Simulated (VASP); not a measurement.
ScNb, 2 atoms in the cell. The typed cell holds 2 atoms: a = 3.066 Å, b = 3.066 Å, c = 5.072 Å, α = 90.00°, β = 90.00°, γ = 120.00°.  This cell differs from its parent crystal: atoms moved at random.

- Program: VASP 6.6.1
- Task: single point
- Functional: PBE
- Potentials or basis: VASP PAW PBE potentials, release 64 (Nb_sv, Sc_sv)
- Cutoff: 520 eV
- k mesh: 10 × 10 × 5
- Occupations: fermi-dirac, width 0.05 eV
- Spin: no spin polarisation
- Dipole correction: no
- Further INCAR settings: ALGO = Fast; EDIFF = 1e-06; NBANDS = 19

Potentials or basis: VASP PAW PBE potentials, release 64 (Nb_sv, Sc_sv).

Launch:

```bash
$ cat potpaw_PBE.64/Nb_sv/POTCAR potpaw_PBE.64/Sc_sv/POTCAR > POTCAR
$ mpirun -np 1 vasp_std > vasp.out
```

Hardware: 1 thread of Intel(R) Xeon(R) Platinum 8375C CPU @ 2.90GHz (Ice Lake), with other jobs on the host.

Task: How long does it take, and how much memory?

Result: It took 4.6 min on 1 thread of Intel(R) Xeon(R) Platinum 8375C CPU @ 2.90GHz (Ice Lake), with other jobs on the host, peak memory 0.32 GiB. Counts: scf iterations 33, k points 252.
